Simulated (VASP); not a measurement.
Set up this calculation in VASP 6.6.1, as the native input.

```yaml
Task: single point
Functional: PBE
Potentials_or_basis: VASP PAW PBE potentials, release 64 (Mg)
Cutoff: 520 eV
k_mesh: 20 × 20 × 20
Occupations: gaussian, width 0.15 eV
Spin: no spin polarisation
Dipole_correction: no
Further_INCAR_settings: ALGO = Normal; EDIFF = 1e-07; NBANDS = 7
```

The structure of Mg lies in POSCAR:

```
Mg
1.0
   -1.8217170680      1.8217170680      1.5923628891
    1.8217170680     -1.8217170680      1.5923628891
    1.8217170680      1.8217170680     -1.5923628891
Mg
1
Direct
    0.0000000000      0.0000000000      0.0000000000
```

This cell differs from its parent crystal: volume 21.138 Å^3 an atom, c/a of the conventional cell 0.8741.

The input as run:

INCAR

```
SYSTEM = Mg
PREC = Accurate ; ENCUT = 520
EDIFF = 1E-7 ; ISMEAR = 0
SIGMA = 0.15 ; LREAL = .False.
LASPH = .True. ; NELM = 60
ALGO = Normal ; ISIF = 2
LWAVE = .False. ; LCHARG = .False.
GGA = PE ; NBANDS = 7
```

KPOINTS

```
regular mesh
0
Gamma
  20 20 20
  0 0 0
```

Potentials or basis: VASP PAW PBE potentials, release 64 (Mg).

Run with:

```sh
$ cat potpaw_PBE.64/Mg/POTCAR > POTCAR
$ mpirun -np 1 vasp_std > vasp.out
```

Results of the run:

* Pressure: 3.6 GPa
* Band gap on the k mesh: zero (band 1 reaches 6.28 eV, above the bottom of band 2 at 1.56 eV)

It took 18 s on 1 thread of Intel(R) Xeon(R) 6975P-C (Granite Rapids) (shared host), peak memory 0.22 GiB.
